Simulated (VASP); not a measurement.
Here is a VASP 6.6.1 calculation.

File INCAR:

```
SYSTEM = Mg
ALGO = Normal ; EDIFF = 1E-7
ENCUT = 520 ; GGA = PS
ISIF = 2 ; ISMEAR = 0
LASPH = .True. ; LCHARG = .True.
LELF = .True. ; LREAL = .False.
LVHAR = .True. ; LWAVE = .False.
NBANDS = 7 ; NELM = 80
PREC = Accurate ; SIGMA = 0.15
```

Contents of KPOINTS:

```
k-points
0
Gamma
  18 18 18
  0 0 0
```

File POSCAR:

```
Mg
1.0
   -1.9070000000      1.9070000000      1.5622000000
    1.9070000000     -1.9070000000      1.5622000000
    1.9070000000      1.9070000000     -1.5622000000
Mg
1
Direct
    0.0000000000      0.0000000000      0.0000000000
```

Potentials or basis: VASP PAW PBE potentials, release 64 (Mg).

Run with:

```sh
$ cat potpaw_PBE.64/Mg/POTCAR > POTCAR
$ mpirun -np 1 vasp_std > vasp.out
```

(1) Estimate the pressure.

(2) Estimate the band gap on the k mesh.

## Answers

(1) 0.2 GPa.

(2) zero (bands 1 and 2 overlap by 4.43 eV).

Caveat: the PAW data sets were made with another functional, which shifts forces and pressure a little.
